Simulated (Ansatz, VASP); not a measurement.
**BN in VASP and in Ansatz**

```xyz
4
Lattice="2.5570 0.0000 0.0000 -1.2785 2.2144 0.0000 0.0000 0.0000 4.0637" Properties=species:S:1:pos:R:3 pbc="T T T"
B     1.2785    0.7381    4.0655
B     0.0000    1.4763    2.0336
N     1.2785    0.7381    2.5381
N     0.0000    1.4763    0.5062
```

Change from the starting cell: strain +e along x and -e along y +0.0000, strain +e along z and -e/2 along x and y -0.0267.

Alike in both runs: functional LDA; k mesh 12 × 12 × 6; occupations gaussian, width 0.05 eV; no spin polarisation.

Ansatz relaxed the structure, and its values are those at the end. VASP's run is a single point on that final structure, the one shown.

```csv
,VASP,Ansatz
version,VASP 6.6.1,Ansatz 0.2.0
potentials or method,"VASP PAW LDA potentials, release 64 (B, N), cutoff 600 eV","scalar-relativistic, plane waves, PAW"
valence electrons in the cell,16,16
```

Ansatz gave:

* gap on the k mesh at the Fermi level (eV): 5.16
* least direct gap on the mesh (eV): 8.02
* pressure (GPa): 1.2
* rms of the force components (eV/Å): 0.001

Question: What did VASP give for the same quantities?

Answer: gap on the k mesh at the Fermi level (eV): 5.13; least direct gap on the mesh (eV): 8.00; pressure (GPa): 1.8; rms of the force components (eV/Å): 0.004.

LDA's correlation is that of Perdew and Zunger in VASP and of Perdew and Wang (1992) in Ansatz. Ansatz's warnings: stress scf threshold loose.
